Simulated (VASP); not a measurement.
Input of a VASP 6.6.1 run:

Contents of POSCAR:

```
LiF
1.0
    0.0000000000      2.0442100000      2.0140000000
    2.0140000000      0.0000000000      2.0140000000
    2.0140000000      2.0442100000      0.0000000000
Li F
1 1
Direct
    0.0000000000      0.0000000000      0.0000000000
    0.5000000000      0.5000000000      0.5000000000
```

INCAR.step1

```
PREC = Accurate
ENCUT = 520
ISMEAR = 0
SIGMA = 0.05
LREAL = False
LASPH = True
NELM = 80
NBANDS = 12
GGA = PE
ALGO = Normal
EDIFF = 1E-4
LWAVE = True
LCHARG = False
```

Contents of INCAR.step2:

```
PREC = Accurate
ENCUT = 520
EDIFF = 1E-7
ISMEAR = 0
SIGMA = 0.05
LREAL = False
LASPH = True
NELM = 80
ALGO = Normal
ISIF = 2
LWAVE = False
LCHARG = True
METAGGA = R2SCAN
LMIXTAU = True
LELF = True
LVHAR = True
NBANDS = 12
ISTART = 1
```

KPOINTS

```
regular mesh
0
Gamma
  10 10 10
```

Potentials or basis: VASP PAW PBE potentials, release 64 (Li_sv, F).

Run with:

```bash
$ cat potpaw_PBE.64/Li_sv/POTCAR potpaw_PBE.64/F/POTCAR > POTCAR
$ cp INCAR.step1 INCAR
$ mpirun -np 1 vasp_std > vasp.out
$ cp INCAR.step2 INCAR
$ mpirun -np 1 vasp_std > vasp.out
```

Q: Predict the band gap on the k mesh.

A: 10.10 eV, direct.

Caveat: the cell differs from its parent crystal (strain +0.0150 x Voigt [0, 1, 0, 0, 0, 0]). A k mesh can miss the band edges.
